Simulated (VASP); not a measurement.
# Mg3Sb2 (P-3m1) in VASP: further runs

Runs on Mg3Sb2. Level: r2SCAN. Tasks: single point.

All numbers are computed with VASP 6.6.1; they aren't measurements. Logs are shortened: lines on timing, memory, paths and dates and some standing lists are left out, and cuts for length are marked.

## (1) The cell of the first run

Symmetry: P-3m1, No. 164, trigonal system. Conventional cell: a = 4.705 Å, b = 4.705 Å, c = 7.510 Å, α = 90.00°, β = 90.00°, γ = 120.00°. Within 3.9 Å of Mg (site symmetry 3m) lie 4 Sb at 2.89 to 3.00 Å and 6 Mg at 3.38 to 3.86 Å. Mg (site symmetry -3m) has 6 Sb at 3.24 Å and 6 Mg at 3.86 Å within 4.3 Å. Sb (site symmetry 3m) has 7 Mg at 2.89 to 3.24 Å within 3.8 Å.

## (2) Single point, r2SCAN (28.80 Å³/atom)

File POSCAR:

```
Mg3Sb2
1.0
    4.7053910502      0.0000000000      0.0000000000
   -2.3526955251      4.0749881842      0.0000000000
    0.0000000000      0.0000000000      7.5099515655
Mg Sb
3 2
Direct
    0.3333333333      0.6666666667      0.6342555494
    0.6666666667      0.3333333333      0.3657444506
    0.0000000000      0.0000000000      0.0000000000
    0.3333333333      0.6666666667      0.2342592272
    0.6666666667      0.3333333333      0.7657407728
```

File INCAR.step1:

```
SYSTEM = Mg3Sb2
ALGO = Normal
EDIFF = 1E-5
ENCUT = 660
GGA = PE
GGA_COMPAT = .FALSE.
ISMEAR = 0
LASPH = .TRUE.
LCHARG = .FALSE.
LREAL = .FALSE.
LWAVE = .TRUE.
NBANDS = 16
NELM = 120
PREC = Accurate
SIGMA = 0.02
```

File INCAR.step2:

```
SYSTEM = Mg3Sb2
ALGO = Normal
EDIFF = 1E-6
ENCUT = 660
GGA_COMPAT = .FALSE.
ISIF = 2
ISMEAR = 0
ISTART = 1
LASPH = .TRUE.
LCHARG = .TRUE.
LELF = .TRUE.
LMIXTAU = .TRUE.
LREAL = .FALSE.
LVHAR = .TRUE.
LWAVE = .FALSE.
METAGGA = R2SCAN
NBANDS = 16
NELM = 120
PREC = Accurate
SIGMA = 0.02
```

File KPOINTS:

```
k-points
0
G
  6 6 4
  0 0 0
```

Potentials or basis: VASP PAW PBE potentials, release 64 (Mg, Sb).

On the command line:

```
> cat potpaw_PBE.64/Mg/POTCAR potpaw_PBE.64/Sb/POTCAR > POTCAR
> cp INCAR.step1 INCAR
> mpirun -np 1 vasp_std > vasp.out
> cp INCAR.step2 INCAR
> mpirun -np 1 vasp_std > vasp.out
```

OUTCAR:

```text
SYSTEM = Mg3Sb2
   EDIFF = 1E-6
   ENCUT = 660
   ISIF = 2
   ISMEAR = 0
   ISTART = 1
   LASPH = .TRUE.
   LREAL = .FALSE.
   METAGGA = R2SCAN
   NELM = 120
   PREC = Accurate

 ion  position               nearest neighbor table
   1  0.333  0.667  0.634-   5 2.89   5 2.89   5 2.89   4 3.00   2 3.38   2 3.38   2 3.38
   2  0.667  0.333  0.366-   4 2.89   4 2.89   4 2.89   5 3.00   1 3.38   1 3.38   1 3.38
   3  0.000  0.000  0.000-   4 3.24   5 3.24   4 3.24   5 3.24   5 3.24   4 3.24
   4  0.333  0.667  0.234-   2 2.89   2 2.89   2 2.89   1 3.00   3 3.24   3 3.24   3 3.24
   5  0.667  0.333  0.766-   1 2.89   1 2.89   1 2.89   2 3.00   3 3.24   3 3.24   3 3.24

  LATTYP: Found a hexagonal cell.
 ALAT       =     4.7053910502
 C/A-ratio  =     1.5960313363

  Lattice vectors:

 A1 = (   4.7053910502,   0.0000000000,   0.0000000000)
 A2 = (  -2.3526955251,   4.0749881842,   0.0000000000)
 A3 = (   0.0000000000,   0.0000000000,   7.5099515655)

Analysis of symmetry for initial positions (statically):
=====================================================================
 Subroutine PRICEL returns:
 Original cell was already a primitive cell.

 Routine SETGRP: Setting up the symmetry group for a
 hexagonal supercell.

 Subroutine GETGRP returns: Found 12 space group operations
 (whereof 12 operations were pure point group operations)
 out of a pool of 24 trial point group operations.

The static configuration has the point symmetry D_3d.

Analysis of symmetry for dynamics (positions and initial velocities):
=====================================================================
 Subroutine PRICEL returns:
 Original cell was already a primitive cell.

 Routine SETGRP: Setting up the symmetry group for a
 hexagonal supercell.

 Subroutine GETGRP returns: Found 12 space group operations
 (whereof 12 operations were pure point group operations)
 out of a pool of 24 trial point group operations.

The dynamic configuration has the point symmetry D_3d.

 Subroutine INISYM returns: Found 12 space group operations
 (whereof 12 operations are pure point group operations),
 and found     1 'primitive' translations

----------------------------------------------------------------------------------------

                                     Primitive cell

  volume of cell :     143.9989

  direct lattice vectors                    reciprocal lattice vectors
     4.705391050  0.000000000  0.000000000     0.212522188  0.122699742  0.000000000
    -2.352695525  4.074988184  0.000000000     0.000000000  0.245399485  0.000000000
     0.000000000  0.000000000  7.509951565     0.000000000  0.000000000  0.133156651

  length of vectors
     4.705391050  4.705391050  7.509951565     0.245399485  0.245399485  0.133156651

  position of ions in fractional coordinates (direct lattice)
     0.333333333  0.666666667  0.634255549
     0.666666667  0.333333333  0.365744451
     0.000000000  0.000000000  0.000000000
     0.333333333  0.666666667  0.234259227
     0.666666667  0.333333333  0.765740773

  ion indices of the primitive-cell ions
   primitive index   ion index
                 1           1
                 2           2
                 3           3
                 4           4
                 5           5

----------------------------------------------------------------------------------------

 KPOINTS: k-points

Automatic generation of k-mesh.
 Grid dimensions read from file:
 generate k-points for:    6    6    4

 Generating k-lattice:

  Cartesian coordinates                     Fractional coordinates (reciprocal lattice)
     0.035420365  0.020449957  0.000000000     0.166666667  0.000000000  0.000000000
     0.000000000  0.040899914  0.000000000     0.000000000  0.166666667  0.000000000
     0.000000000  0.000000000  0.033289163     0.000000000  0.000000000  0.250000000

  Length of vectors
     0.040899914  0.040899914  0.033289163

  Shift w.r.t. Gamma in fractional coordinates (k-lattice)
     0.000000000  0.000000000  0.000000000

 Subroutine IBZKPT returns following result:
 ===========================================

 Found     24 irreducible k-points:

 Following reciprocal coordinates:
            Coordinates               Weight
  0.000000  0.000000  0.000000      1.000000
  0.166667 -0.000000  0.000000      6.000000
  0.333333 -0.000000  0.000000      6.000000
  0.500000 -0.000000  0.000000      3.000000
  0.166667  0.166667  0.000000      6.000000
  0.333333  0.166667  0.000000     12.000000
[... 16 lines left out ...]
  0.333333  0.166667  0.500000     12.000000
  0.333333  0.333333  0.500000      2.000000
   k-points           NKPTS =     24   k-points in BZ     NKDIM =     24   number of bands    NBANDS=     16
   number of dos      NEDOS =    301   number of ions     NIONS =      5
   total plane-waves  NPLWV = 102400
   dimension x,y,z NGX =    40 NGY =   40 NGZ =   64
   dimension x,y,z NGXF=    80 NGYF=   80 NGZF=  128
   ions per type =               3   2
   NGX,Y,Z   is equivalent  to a cutoff of  14.13, 14.13, 14.17 a.u.
   NGXF,Y,Z  is equivalent  to a cutoff of  28.26, 28.26, 28.34 a.u.
 SYSTEM =  Mg3Sb2
   PREC   = accura    normal or accurate (medium, high low for compatibility)
   ISTART =      1    job   : 0-new  1-cont  2-samecut
   ICHARG =      0    charge: 1-file 2-atom 10-const
   ISPIN  =      1    spin polarized calculation?
   LNONCOLLINEAR =      F non collinear calculations
   LSORBIT =      F    spin-orbit coupling
   LASPH  =      T    aspherical Exc in radial PAW
   ENCUT  =  660.0 eV  48.51 Ry    6.96 a.u.   9.86  9.86 15.73*2*pi/ulx,y,z
   NELM   =    120;   NELMIN=  2; NELMDL=  0     # of ELM steps
   EDIFF  = 0.1E-05   stopping-criterion for ELM
   LREAL  =      F    real-space projection
   EDIFFG = 0.1E-04   stopping-criterion for IOM
   NSW    =      0    number of steps for IOM
   IBRION =     -1    ionic relax: 0-MD 1-quasi-New 2-CG
   NFREE  =      0    steps in history (QN), initial steepest desc. (CG)
   ISIF   =      2    stress and relaxation
   ISYM   =      2    0-nonsym 1-usesym 2-fastsym
   POTIM  = 0.5000    time-step for ionic-motion
   TEBEG  =    0.0;   TEEND  =   0.0 temperature during run
   PSTRESS=    0.0 pullay stress
   NELECT =      16.0000    total number of electrons
   NUPDOWN=      -1.0000    fix difference up-down
   EMIN   =  10.00;   EMAX   =-10.00  energy-range for DOS
   EFERMI =   0.00;   METHOD = LEGACY
   ISMEAR =     0;   SIGMA  =   0.02  broadening in eV -4-tet -1-fermi 0-gaus
   EFERMI_NEDOS =   21; number of points for ismear=-14 and -15
   IALGO  =     38    algorithm
   IMIX   =      4    mixing-type and parameters
     AMIX     =   0.40;   BMIX     =  1.00
     AMIX_MAG =   1.60;   BMIX_MAG =  1.00
  volume/ion in A,a.u.               =      28.80       194.35
  Fermi-wavevector in a.u.,A,eV,Ry     =   0.787037  1.487284  8.427817  0.619427
  Thomas-Fermi vector in A             =   1.891696
   LORBIT       =      0    0 simple, 1 ext, 2 COOP (PROOUT), +10 PAW based schemes
   METAGGA = R2SCAN    functional components
   LHFCALC =     F    Hartree Fock is set to
   AEXX    =    0.0000 exact exchange contribution
   IVDW    =     0    specifies the selected vdW correction
   LEPSILON=     F    determine dielectric tensor
   LRPA    =     F    only Hartree local field effects (RPA)
 non-spin polarized calculation
 Gauss-broadening in eV      SIGMA  =   0.02
  energy-cutoff  :      660.00
  volume of cell :      144.00
 maximum number of plane-waves:      5568
   NGX = 19   NGY = 19   NGZ = 31

 number of electron      16.0000000 magnetization

 Free energy of the ion-electron system (eV)
  ---------------------------------------------------
  ext. energy  EPLUGINS =         0.00000000
  ---------------------------------------------------
  free energy    TOTEN  =       -66.09218934 eV

  energy without entropy =      -66.09218934  energy(sigma->0) =      -66.09218934

 E-fermi :   3.6351     XC(G=0):  -8.8095

 val. band max:        3.5265709257   @ k =   0.0000   0.0000   0.0000
 cond. band min:       4.1920787578   @ k =   0.3333   0.3333   0.0000
 fundamental gap:      0.6655078320
 Fermi energy:         3.6351487532

 k-point     1 :       0.0000    0.0000    0.0000
  band No.  band energies     occupation
      1      -6.6155      2.00000
      2      -5.5430      2.00000
      3      -1.0226      2.00000
      4       2.5626      2.00000
      5       2.5626      2.00000
      6       3.2140      2.00000
[... 8 lines left out ...]
     15       7.9470      0.00000
     16       9.0042      0.00000

 k-point     2 :       0.1667   -0.0000    0.0000
  band No.  band energies     occupation
      1      -6.4411      2.00000
      2      -5.4439      2.00000
      3      -0.7914      2.00000
      4       1.2933      2.00000
      5       1.9942      2.00000
      6       2.1632      2.00000
[... 8 lines left out ...]
     15       8.0677      0.00000
     16       8.4727      0.00000

 k-point     3 :       0.3333   -0.0000    0.0000
  band No.  band energies     occupation
      1      -5.9917      2.00000
      2      -5.2689      2.00000
      3      -0.2908      2.00000
      4      -0.0385      2.00000
      5       0.6063      2.00000
      6       1.6500      2.00000
[... 8 lines left out ...]
     15       9.3177      0.00000
     16       9.5163      0.00000

 k-point     4 :       0.5000   -0.0000    0.0000
  band No.  band energies     occupation
      1      -5.6325      2.00000
      2      -5.2666      2.00000
      3      -0.7944      2.00000
      4      -0.0023      2.00000
      5       0.6102      2.00000
      6       1.4530      2.00000
[... 8 lines left out ...]
     15       9.4437      0.00000
     16      10.3215      0.00000
[... 324 lines left out ...]
 k-point    22 :       0.1667    0.1667    0.5000
  band No.  band energies     occupation
      1      -5.7686      2.00000
      2      -5.7534      2.00000
      3      -0.0098      2.00000
      4       0.1277      2.00000
      5       1.6126      2.00000
      6       1.6668      2.00000
[... 8 lines left out ...]
     15       8.3117      0.00000
     16       9.1222      0.00000

 k-point    23 :       0.3333    0.1667    0.5000
  band No.  band energies     occupation
      1      -5.4558      2.00000
      2      -5.4452      2.00000
      3      -0.7025      2.00000
      4      -0.4920      2.00000
      5       0.8995      2.00000
      6       1.1469      2.00000
[... 8 lines left out ...]
     15       9.4829      0.00000
     16       9.6619      0.00000

 k-point    24 :       0.3333    0.3333    0.5000
  band No.  band energies     occupation
      1      -5.3368      2.00000
      2      -5.3368      2.00000
      3      -0.4320      2.00000
      4      -0.4320      2.00000
      5      -0.0648      2.00000
      6       0.4458      2.00000
[... 8 lines left out ...]
     15       9.0793      0.00000
     16       9.5813      0.00000

------------------------ aborting loop because EDIFF is reached ----------------------------------------

  FORCE on cell =-STRESS in cart. coord.  units (eV):
  Direction    XX          YY          ZZ          XY          YZ          ZX
  --------------------------------------------------------------------------------------
  -------------------------------------------------------------------------------------
  Total       -3.2517359     -3.2517359     -3.2178616      0.0000000      0.0000000     -0.0000000
  in kB      -36.1798393    -36.1798393    -35.8029436      0.0000000      0.0000000     -0.0000000
  external PRESSURE =     -36.0542074 kB  Pullay stress =       0.0000000 kB

 VOLUME and BASIS-vectors are now :
 -----------------------------------------------------------------------------
  energy-cutoff  :      660.00
  volume of cell :      144.00
      direct lattice vectors                 reciprocal lattice vectors
     4.705391050  0.000000000  0.000000000     0.212522188  0.122699742  0.000000000
    -2.352695525  4.074988184  0.000000000     0.000000000  0.245399485  0.000000000
     0.000000000  0.000000000  7.509951565     0.000000000  0.000000000  0.133156651

 POSITION                                       TOTAL-FORCE (eV/Angst)
 -----------------------------------------------------------------------------------
     -0.00000      2.71666      4.76323         0.000000      0.000000     -0.000421
      2.35270      1.35833      2.74672         0.000000      0.000000      0.000421
      0.00000      0.00000      0.00000        -0.000000     -0.000000      0.000000
     -0.00000      2.71666      1.75928        -0.000000     -0.000000     -0.008261
      2.35270      1.35833      5.75068         0.000000      0.000000      0.008261
 -----------------------------------------------------------------------------------
    total drift:                               -0.000000      0.000000     -0.000000

  FREE ENERGIE OF THE ION-ELECTRON SYSTEM (eV)
  ---------------------------------------------------
  free  energy   TOTEN  =       -66.0921893362 eV

  energy  without entropy=      -66.0921893362  energy(sigma->0) =      -66.09218934
```

Run time: 10 min. Hardware: 1 thread of Intel Xeon 8259CL, shared host; peak memory 0.39 GiB.

Results:

```yaml
Free_energy: -66.0922 eV
Pressure: -3.6 GPa
Largest_force: 0.008 eV/Å
Band_gap_on_the_k_mesh: 0.67 eV (least direct gap 1.33 eV)
```

Forces in eV/Å, atoms in the order of the input:
```
Mg   0.000  0.000  0.000
Mg   0.000  0.000  0.000
Mg   0.000  0.000  0.000
Sb   0.000  0.000 -0.008
Sb   0.000  0.000  0.008
```

Caveat: the cell stands under tension; semilocal functionals underestimate gaps, and a narrow one can read as zero; the PAW data sets were made with another functional, which shifts forces and pressure a little; spin-orbit coupling is left out, which moves the levels of the heavy elements. A k mesh can miss the band edges.

[end of part 1 of 2]
